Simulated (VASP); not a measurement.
# Ge (P6/mmm) in VASP: a series of runs

Runs on Ge. Level: PBEsol. Tasks: relaxation of cell and atoms.

Program: VASP 6.6.1. These are calculated values, not measurements. Logs are shortened: lines on timing, memory, paths and dates and some standing lists are left out, and cuts for length are marked.

## 1. The cell of the first run

Symmetry: P6/mmm, No. 191, hexagonal system. Conventional cell: a = 2.243 Å, b = 2.243 Å, c = 2.096 Å, α = 90.00°, β = 90.00°, γ = 120.00°. Ge (site symmetry 6/mmm) has 8 Ge at 2.10 to 2.24 Å within 2.8 Å.

This isn't the form of Ge at room conditions, which is diamond.

## 2. Relaxation of cell and atoms, PBEsol, target pressure 270 GPa, at which the enthalpy is minimised

Contents of INCAR:

```
SYSTEM = Ge
PREC = Accurate
ENCUT = 600
EDIFF = 1E-6
ISMEAR = -1
SIGMA = 0.05
LREAL = .FALSE.
LASPH = .TRUE.
NELM = 60
ALGO = Normal
ISIF = 3
LWAVE = .FALSE.
LCHARG = .FALSE.
GGA = PS
IBRION = 2
NSW = 32
EDIFFG = -0.005
PSTRESS = 2700.0
```

Contents of KPOINTS:

```
Automatic mesh
0
G
  19 19 18
  0 0 0
```

Contents of POSCAR:

```
Ge
1.0
    2.2426311134      0.0000000000      0.0000000000
   -1.1213155567      1.9421755155      0.0000000000
    0.0000000000      0.0000000000      2.0964254579
Ge
1
Direct
    0.0000000000      0.0000000000      0.0000000000
```

Potentials or basis: VASP PAW PBE potentials, release 64 (Ge_d).

Run with:

```sh
$ cat potpaw_PBE.64/Ge_d/POTCAR > POTCAR
$ mpirun -np 1 vasp_std > vasp.out
```

OUTCAR:

```text
SYSTEM = Ge
   PREC = Accurate
   ENCUT = 600
   EDIFF = 1E-6
   ISMEAR = -1
   LREAL = .FALSE.
   LASPH = .TRUE.
   NELM = 60
   ISIF = 3
   GGA = PS
   IBRION = 2
   NSW = 32
   EDIFFG = -0.005
   PSTRESS = 2700.0

 ion  position               nearest neighbor table
   1  0.000  0.000  0.000-

  LATTYP: Found a hexagonal cell.
 ALAT       =     2.2426311134
 C/A-ratio  =     0.9348061950

  Lattice vectors:

 A1 = (   2.2426311134,   0.0000000000,   0.0000000000)
 A2 = (  -1.1213155567,   1.9421755155,   0.0000000000)
 A3 = (   0.0000000000,   0.0000000000,   2.0964254579)

Analysis of symmetry for initial positions (statically):
=====================================================================
 Subroutine PRICEL returns:
 Original cell was already a primitive cell.

 Routine SETGRP: Setting up the symmetry group for a
 hexagonal supercell.

 Subroutine GETGRP returns: Found 24 space group operations
 (whereof 24 operations were pure point group operations)
 out of a pool of 24 trial point group operations.

The static configuration has the point symmetry D_6h.

Analysis of symmetry for dynamics (positions and initial velocities):
=====================================================================
 Subroutine PRICEL returns:
 Original cell was already a primitive cell.

 Routine SETGRP: Setting up the symmetry group for a
 hexagonal supercell.

 Subroutine GETGRP returns: Found 24 space group operations
 (whereof 24 operations were pure point group operations)
 out of a pool of 24 trial point group operations.

The dynamic configuration has the point symmetry D_6h.

 Subroutine INISYM returns: Found 24 space group operations
 (whereof 24 operations are pure point group operations),
 and found     1 'primitive' translations

----------------------------------------------------------------------------------------

                                     Primitive cell

  volume of cell :       9.1312

  direct lattice vectors                    reciprocal lattice vectors
     2.242631113  0.000000000  0.000000000     0.445904810  0.257443262  0.000000000
    -1.121315557  1.942175516  0.000000000     0.000000000  0.514886524  0.000000000
     0.000000000  0.000000000  2.096425458     0.000000000  0.000000000  0.477002412

  length of vectors
     2.242631113  2.242631113  2.096425458     0.514886524  0.514886524  0.477002412

  position of ions in fractional coordinates (direct lattice)
     0.000000000  0.000000000  0.000000000

  ion indices of the primitive-cell ions
   primitive index   ion index
                 1           1

----------------------------------------------------------------------------------------

 KPOINTS: Automatic mesh

Automatic generation of k-mesh.
 Grid dimensions read from file:
 generate k-points for:   19   19   18

 Generating k-lattice:

  Cartesian coordinates                     Fractional coordinates (reciprocal lattice)
     0.023468674  0.013549645  0.000000000     0.052631579  0.000000000  0.000000000
     0.000000000  0.027099291  0.000000000     0.000000000  0.052631579  0.000000000
     0.000000000  0.000000000  0.026500134     0.000000000  0.000000000  0.055555556

  Length of vectors
     0.027099291  0.027099291  0.026500134

  Shift w.r.t. Gamma in fractional coordinates (k-lattice)
     0.000000000  0.000000000  0.000000000

 Subroutine IBZKPT returns following result:
 ===========================================

 Found    400 irreducible k-points:

 Following reciprocal coordinates:
            Coordinates               Weight
  0.000000  0.000000  0.000000      1.000000
  0.052632 -0.000000  0.000000      6.000000
  0.105263 -0.000000  0.000000      6.000000
  0.157895 -0.000000  0.000000      6.000000
  0.210526 -0.000000  0.000000      6.000000
  0.263158 -0.000000  0.000000      6.000000
[... 16 lines left out ...]
  0.263158  0.105263  0.000000     12.000000
  0.315789  0.105263  0.000000     12.000000
 [... further k-points ...]
   k-points           NKPTS =    400   k-points in BZ     NKDIM =    400   number of bands    NBANDS=     11
   number of dos      NEDOS =    301   number of ions     NIONS =      1
   total plane-waves  NPLWV =   5832
   dimension x,y,z NGX =    18 NGY =   18 NGZ =   18
   dimension x,y,z NGXF=    36 NGYF=   36 NGZF=   36
   ions per type =               1
   NGX,Y,Z   is equivalent  to a cutoff of  13.34, 13.34, 14.27 a.u.
   NGXF,Y,Z  is equivalent  to a cutoff of  26.69, 26.69, 28.55 a.u.
 SYSTEM =  Ge
   PREC   = accura    normal or accurate (medium, high low for compatibility)
   ISTART =      0    job   : 0-new  1-cont  2-samecut
   ICHARG =      2    charge: 1-file 2-atom 10-const
   ISPIN  =      1    spin polarized calculation?
   LNONCOLLINEAR =      F non collinear calculations
   LSORBIT =      F    spin-orbit coupling
   LASPH  =      T    aspherical Exc in radial PAW
   ENCUT  =  600.0 eV  44.10 Ry    6.64 a.u.   4.48  4.48  4.19*2*pi/ulx,y,z
   NELM   =     60;   NELMIN=  2; NELMDL= -5     # of ELM steps
   EDIFF  = 0.1E-05   stopping-criterion for ELM
   LREAL  =      F    real-space projection
   EDIFFG = -.5E-02   stopping-criterion for IOM
   NSW    =     32    number of steps for IOM
   IBRION =      2    ionic relax: 0-MD 1-quasi-New 2-CG
   NFREE  =      1    steps in history (QN), initial steepest desc. (CG)
   ISIF   =      3    stress and relaxation
   ISYM   =      2    0-nonsym 1-usesym 2-fastsym
   POTIM  = 0.5000    time-step for ionic-motion
   TEBEG  =    0.0;   TEEND  =   0.0 temperature during run
   PSTRESS= 2700.0 pullay stress
   NELECT =      14.0000    total number of electrons
   NUPDOWN=      -1.0000    fix difference up-down
   EMIN   =  10.00;   EMAX   =-10.00  energy-range for DOS
   EFERMI =   0.00;   METHOD = LEGACY
   ISMEAR =    -1;   SIGMA  =   0.05  broadening in eV -4-tet -1-fermi 0-gaus
   EFERMI_NEDOS =   21; number of points for ismear=-14 and -15
   IALGO  =     38    algorithm
   IMIX   =      4    mixing-type and parameters
     AMIX     =   0.40;   BMIX     =  1.00
     AMIX_MAG =   1.60;   BMIX_MAG =  1.00
  volume/ion in A,a.u.               =       9.13        61.62
  Fermi-wavevector in a.u.,A,eV,Ry     =   1.887740  3.567312 48.485227  3.563564
  Thomas-Fermi vector in A             =   2.929713
   LORBIT       =      0    0 simple, 1 ext, 2 COOP (PROOUT), +10 PAW based schemes
   GGA     = PS    functional components
   LHFCALC =     F    Hartree Fock is set to
   AEXX    =    0.0000 exact exchange contribution
   IVDW    =     0    specifies the selected vdW correction
   LEPSILON=     F    determine dielectric tensor
   LRPA    =     F    only Hartree local field effects (RPA)
 conjugate gradient relaxation of ions
 non-spin polarized calculation
  energy-cutoff  :      600.00
  volume of cell :        9.13
 maximum number of plane-waves:       332
 NGX is ok and might be reduce to    18

--------------------------------------- Ionic step        1  -------------------------------------------

 number of electron      14.0000008 magnetization

 Free energy of the ion-electron system (eV)
  ---------------------------------------------------
  ext. energy  EPLUGINS =         0.00000000
  ---------------------------------------------------
  free energy    TOTEN  =        -0.66246047 eV

  energy without entropy =       -0.66018666  energy(sigma->0) =       -0.66132356

------------------------ aborting loop because EDIFF is reached ----------------------------------------

  FORCE on cell =-STRESS in cart. coord.  units (eV):
  Direction    XX          YY          ZZ          XY          YZ          ZX
  --------------------------------------------------------------------------------------
  -------------------------------------------------------------------------------------
  Total       15.4767615     15.4767615     15.4581711      0.0000000      0.0000000      0.0000000
  in kB     2715.5945541   2715.5945540   2712.3326410      0.0000000      0.0000000      0.0000000
  external PRESSURE =      14.5072497 kB  Pullay stress =    2700.0000000 kB
[... 207 lines left out ...]
  enthalpy is  TOTEN    =        14.7253538656 eV   P V=       15.4138564787

--------------------------------------- Ionic step        7  -------------------------------------------

 number of electron      14.0000008 magnetization

 Free energy of the ion-electron system (eV)
  ---------------------------------------------------
  ext. energy  EPLUGINS =         0.00000000
  ---------------------------------------------------
  free energy    TOTEN  =        -0.68565933 eV

  energy without entropy =       -0.68337480  energy(sigma->0) =       -0.68451707

 E-fermi :  18.1290     XC(G=0): -15.6158

 val. band max:       18.1285241107   @ k =   0.4737   0.0526   0.4444
 cond. band min:      18.1337890665   @ k =   0.4211   0.0526   0.4444
 fundamental gap:      0.0052649558
 Fermi energy:        18.1290154888

 k-point     1 :       0.0000    0.0000    0.0000
  band No.  band energies     occupation
      1      -9.4240      2.00000
      2      -8.6236      2.00000
      3      -8.6236      2.00000
      4      -7.7571      2.00000
      5      -7.7571      2.00000
      6      -4.1827      2.00000
      7      28.9077      0.00000
      8      32.4294      0.00000
      9      33.8539      0.00000
     10      33.8539      0.00000
     11      35.4543      0.00000
[... 309 lines left out ...]
 k-point    24 :       0.3158    0.1053    0.0000
  band No.  band energies     occupation
      1      -9.1773      2.00000
      2      -8.8312      2.00000
      3      -8.0877      2.00000
      4      -7.9739      2.00000
      5      -7.8547      2.00000
      6       1.9853      2.00000
      7      13.1211      2.00000
      8      21.2762      0.00000
      9      33.9362      0.00000
     10      35.4493      0.00000
     11      38.1634      0.00000

 [... further k-points ...]

------------------------ aborting loop because EDIFF is reached ----------------------------------------

  FORCE on cell =-STRESS in cart. coord.  units (eV):
  Direction    XX          YY          ZZ          XY          YZ          ZX
  --------------------------------------------------------------------------------------
  -------------------------------------------------------------------------------------
  Total       15.4129805     15.4129805     15.4060907      0.0000000      0.0000000      0.0000000
  in kB     2700.3446923   2700.3446923   2699.1375923      0.0000000      0.0000000      0.0000000
  external PRESSURE =      -0.0576744 kB  Pullay stress =    2700.0000000 kB
[... 16 lines left out ...]
  FREE ENERGIE OF THE ION-ELECTRON SYSTEM (eV)
  ---------------------------------------------------
  free  energy   TOTEN  =        -0.6856593338 eV

  energy  without entropy=       -0.6833747984  energy(sigma->0) =       -0.68451707

  enthalpy is  TOTEN    =        14.7253537660 eV   P V=       15.4110130998

 reached required accuracy - stopping structural energy minimisation
```

Wall time 64 s (1 thread of Intel Xeon 6975P-C (Granite Rapids), shared host); peak memory 0.17 GiB.

Results:

* Free energy: -0.6857 eV
* Relaxed volume: 9.14 Å³/atom
* Relaxed cell: a = 2.244 Å, b = 2.244 Å, c = 2.097 Å, α = 90.00°, β = 90.00°, γ = 120.00°
* Space group after relaxing (to 0.1 Å): P6/mmm (No. 191)
* Energy change on relaxing (the run minimises the enthalpy): -23.2 meV/atom
* Ionic steps: 7
* Pressure after relaxing: 270.0 GPa
* Band gap on the k mesh: zero (bands 7 and 8 overlap by 18.40 eV)

Stress tensor (GPa, compression positive):
```
270.03   0.00   0.00
  0.00 270.03   0.00
  0.00   0.00 269.91
```

The path:
```
step  energy change (eV)  largest force (eV/Å)  pressure (GPa)  volume (Å³)
   1              0.0000                0.0000          271.45         9.13
   2             -0.1819                0.0000          260.69         9.24
   3             -0.0210                0.0000          270.07         9.14
   4             -0.0222                0.0000          270.22         9.14
   5             -0.1027                0.0000          265.40         9.19
   6             -0.0260                0.0000          269.32         9.15
   7             -0.0232                0.0000          269.99         9.14
```

Final structure:
```
CELL_PARAMETERS angstrom
2.24384 0.00000 0.00000
-1.12192 1.94322 0.00000
0.00000 0.00000 2.09732
ATOMIC_POSITIONS crystal
Ge 0.00000 0.00000 0.00000
```

Caveat: the cell is relaxed towards a set pressure, so the run minimises the enthalpy, not the energy; the PAW data sets were made with another functional, which shifts forces and pressure a little.

## 3. Relaxation of cell and atoms, PBEsol, target pressure 270 GPa, at which the enthalpy is minimised

This run uses another cell than the first one: it holds 3 atoms, not 1.

Changes to INCAR since step 2:

```diff
@@ -15,3 +15,3 @@
 IBRION = 2
-NSW = 32
+NSW = 60
 EDIFFG = -0.005
```

Contents of KPOINTS:

```
Automatic mesh
0
G
  10 10 13
  0 0 0
```

Contents of POSCAR:

```
Ge
1.0
    3.6840328414      0.0000000000      0.0000000000
   -1.8420164207      3.1904660290      0.0000000000
    0.0000000000      0.0000000000      2.2841003616
Ge
3
Direct
    0.0000000000      0.0000000000      0.0000000000
    0.3333333333      0.6666666667      0.5000000000
    0.6666666667      0.3333333333      0.5000000000
```

Potentials or basis: VASP PAW PBE potentials, release 64 (Ge_d).

Run with:

```sh
$ cat potpaw_PBE.64/Ge_d/POTCAR > POTCAR
$ mpirun -np 1 vasp_std > vasp.out
```

Run time: 7.2 min. Hardware: 1 thread of Intel Xeon 6975P-C (Granite Rapids), shared host; peak memory 0.19 GiB.

It converged, with:

| Item | Value |
| --- | --- |
| Free energy | -1.7855 eV |
| Relaxed volume | 9.00 Å³/atom |
| Relaxed cell | a = 3.737 Å, b = 3.737 Å, c = 2.233 Å, α = 90.00°, β = 90.00°, γ = 120.00° |
| Space group after relaxing (to 0.1 Å) | P6/mmm (No. 191) |
| Energy change on relaxing (the run minimises the enthalpy) | -123.4 meV/atom |
| Ionic steps | 13 |
| Pressure after relaxing | 270.0 GPa |
| Band gap on the k mesh | zero (bands 21 and 22 overlap by 10.06 eV) |

Step by step:
```
step  energy change (eV)  largest force (eV/Å)  pressure (GPa)  volume (Å³)
   1              0.0000                0.0000          276.69        26.85
   2             -2.1495                0.0000          230.70        28.25
   3             -0.8809                0.0000          258.44        27.32
   4              2.1706                0.0000          323.77        25.75
   5             -0.4925                0.0000          267.21        27.08
   6             -0.5288                0.0000          266.40        27.11
   7              0.2768                0.0000          283.63        26.64
   8             -0.3656                0.0000          269.94        27.01
   9             -0.3605                0.0000          270.13        27.01
  10             -0.3886                0.0000          269.51        27.02
  11             -0.3666                0.0000          270.32        27.01
  12             -0.3752                0.0000          269.57        27.01
  13             -0.3703                0.0000          269.95        27.01
```

Final structure:
```
CELL_PARAMETERS angstrom
3.73693 0.00000 0.00000
-1.86846 3.23628 0.00000
0.00000 0.00000 2.23349
ATOMIC_POSITIONS crystal
Ge 0.00000 0.00000 0.00000
Ge 0.33333 0.66667 0.50000
Ge 0.66667 0.33333 0.50000
```

Levels at points of the mesh, in eV from the Fermi level:
| k point | band 18 | band 19 | band 20 | band 21 | band 22 | band 23 | band 24 | band 25 |
| --- | --- | --- | --- | --- | --- | --- | --- | --- |
| (0.00, 0.00, 0.00) | -7.30 | -7.24 | -7.24 | -6.13 | -5.93 | 6.65 | 11.90 | 19.47 |
| (0.50, 0.00, 0.00) | -11.64 | -9.56 | 3.95 | 3.99 | 4.03 | 4.15 | 8.68 | 10.88 |

Caveat: the cell is relaxed towards a set pressure, so the run minimises the enthalpy, not the energy; the PAW data sets were made with another functional, which shifts forces and pressure a little.

## 4. Relaxation of cell and atoms, PBEsol, target pressure 270 GPa, at which the enthalpy is minimised

This run uses another cell than the first one: it holds 3 atoms, not 1.

Changes to INCAR since step 3:

```diff
@@ -3,3 +3,3 @@
 ENCUT = 600
-EDIFF = 1E-6
+EDIFF = 1E-7
 ISMEAR = -1
@@ -15,3 +15,3 @@
 IBRION = 2
-NSW = 60
+NSW = 32
 EDIFFG = -0.005
```

Contents of KPOINTS:

```
regular mesh
0
G
  10 10 13
  0 0 0
```

Contents of POSCAR:

```
Ge
1.0
    3.7343886249      0.0000000000      0.0000000000
   -1.8671943125      3.2340754168      0.0000000000
    0.0000000000      0.0000000000      2.2322137232
Ge
3
Direct
    0.0000000000      0.0000000000      0.0000000000
    0.3333333333      0.6666666667      0.5000000000
    0.6666666667      0.3333333333      0.5000000000
```

Run with:

```sh
$ cat potpaw_PBE.64/Ge_d/POTCAR > POTCAR
$ mpirun -np 1 vasp_std > vasp.out
```

Wall time 2.3 min (1 thread of Intel Xeon 6975P-C (Granite Rapids), shared host); peak memory 0.18 GiB.

It converged, with:

| Quantity | Value |
| --- | --- |
| Free energy | -1.7745 eV |
| Relaxed volume | 9.00 Å³/atom |
| Relaxed cell | a = 3.737 Å, b = 3.737 Å, c = 2.233 Å, α = 90.00°, β = 90.00°, γ = 120.00° |
| Space group after relaxing (to 0.1 Å) | P6/mmm (No. 191) |
| Energy change on relaxing (the run minimises the enthalpy) | -25.7 meV/atom |
| Ionic steps | 3 |
| Pressure after relaxing | 270.0 GPa |
| Band gap on the k mesh | zero (bands 21 and 22 overlap by 10.07 eV) |

The path:
| step | energy change (eV) | largest force (eV/Å) | pressure (GPa) | volume (Å³) |
| --- | --- | --- | --- | --- |
| 1 | 0.0000 | 0.0000 | 271.68 | 26.96 |
| 2 | -0.6113 | 0.0000 | 258.36 | 27.33 |
| 3 | -0.0770 | 0.0000 | 269.98 | 27.00 |

Final structure:
```cif
data_structure
_symmetry_space_group_name_H-M 'P 1'
_symmetry_Int_Tables_number 1
_cell_length_a 3.7365
_cell_length_b 3.7365
_cell_length_c 2.2334
_cell_angle_alpha 90.000
_cell_angle_beta 90.000
_cell_angle_gamma 120.000
_cell_volume 27.00
loop_
_atom_site_label
_atom_site_type_symbol
_atom_site_fract_x
_atom_site_fract_y
_atom_site_fract_z
_atom_site_occupancy
Ge1 Ge 0.00000 0.00000 0.00000 1
Ge2 Ge 0.33333 0.66667 0.50000 1
Ge3 Ge 0.66667 0.33333 0.50000 1
```

Levels at points of the mesh, in eV from the Fermi level:
```
           k point  band 17  band 18  band 19  band 20  band 21  band 22  band 23  band 24  band 25
(0.00, 0.00, 0.00)    -7.30    -7.30    -7.24    -7.24    -6.13    -5.93     6.65    11.89    19.47
(0.50, 0.00, 0.00)   -18.33   -11.65    -9.56     3.95     3.99     4.03     4.15     8.68    10.88
```

Caveat: the cell is relaxed towards a set pressure, so the run minimises the enthalpy, not the energy; the PAW data sets were made with another functional, which shifts forces and pressure a little.

## 5. Summary

| cell | k mesh | gap on the mesh (eV) | pressure (GPa) |
| --- | --- | --- | --- |
| relaxed to 270 GPa from a = 2.243, b = 2.243, c = 2.096 Å, angles 90.0, 90.0, 120.0°, 1 atom, atomic positions A | 19 × 19 × 18 | none | 270.0 |
| relaxed to 270 GPa from a = 3.684, b = 3.684, c = 2.284 Å, angles 90.0, 90.0, 120.0°, 3 atoms, atomic positions B | 10 × 10 × 13 | none | 270.0 |
| relaxed to 270 GPa from a = 3.734, b = 3.734, c = 2.232 Å, angles 90.0, 90.0, 120.0°, 3 atoms, atomic positions B | 10 × 10 × 13 | none | 270.0 |

Alike in all rows: task relaxation of cell and atoms; level PBEsol; potentials or basis VASP PAW PBE potentials, release 64 (Ge_d); no spin polarisation; cutoff (eV) 600; smearing fermi-dirac 0.05 eV.

Caveats: the cell is relaxed towards a set pressure, so the run minimises the enthalpy, not the energy; the PAW data sets were made with another functional, which shifts forces and pressure a little.

Absolute energies hang on the potentials; compare differences alone.

The gap in the log of VASP goes by the Fermi energy; the results here count the filled bands.